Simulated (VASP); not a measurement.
Write the native input for VASP 6.6.1 that does the following.

```yaml
Task: single point
Functional: PBE
Potentials_or_basis: VASP PAW PBE potentials, release 64 (Ge_d)
Cutoff: 520 eV
k_mesh: 8 × 8 × 10
Occupations: gaussian, width 0.1 eV
Spin: no spin polarisation
Dipole_correction: no
Further_INCAR_settings: ALGO = Fast; EDIFF = 1e-06; NBANDS = 51
```

The structure of Ge lies in POSCAR:

```
Ge
1.0
    3.1029012966     -6.5400097255      0.0000000000
    3.1029012966      6.5400097255      0.0000000000
    0.0000000000      0.0000000000      4.1969841497
Ge
6
Direct
    0.0107791357      0.4043532633      0.2500000000
    0.4043532633      0.0107791357      0.7500000000
    0.5956467367      0.9892208643      0.2500000000
    0.9892208643      0.5956467367      0.7500000000
    0.4438920233      0.5561079767      0.2500000000
    0.5561079767      0.4438920233      0.7500000000
```

One way to write it, as run:

INCAR

```
SYSTEM = Ge
  PREC = Accurate
  ENCUT = 520
  EDIFF = 1E-6
  ISMEAR = 0
  SIGMA = 0.1
  LREAL = .FALSE.
  LASPH = .TRUE.
  NELM = 80
  ALGO = Fast
  ISIF = 2
  LWAVE = .FALSE.
  LCHARG = .FALSE.
  GGA = PE
  NBANDS = 51
```

KPOINTS

```
Automatic mesh
0
G
  8 8 10
  0 0 0
```

Potentials or basis: VASP PAW PBE potentials, release 64 (Ge_d).

Launch:

```bash
$ cat potpaw_PBE.64/Ge_d/POTCAR > POTCAR
$ mpirun -np 1 vasp_std > vasp.out
```

It gave:

* Pressure: -3.9 GPa
* Largest force: 0.004 eV/Å
* Band gap on the k mesh: zero (filled and empty bands touch)

Caveat: the cell stands under tension; semilocal functionals underestimate gaps, so a narrow gap can read as zero.

Wall time 32 min on 1 thread of Oxide Virtual Turin-like Processor (shared host), peak memory 0.76 GiB.
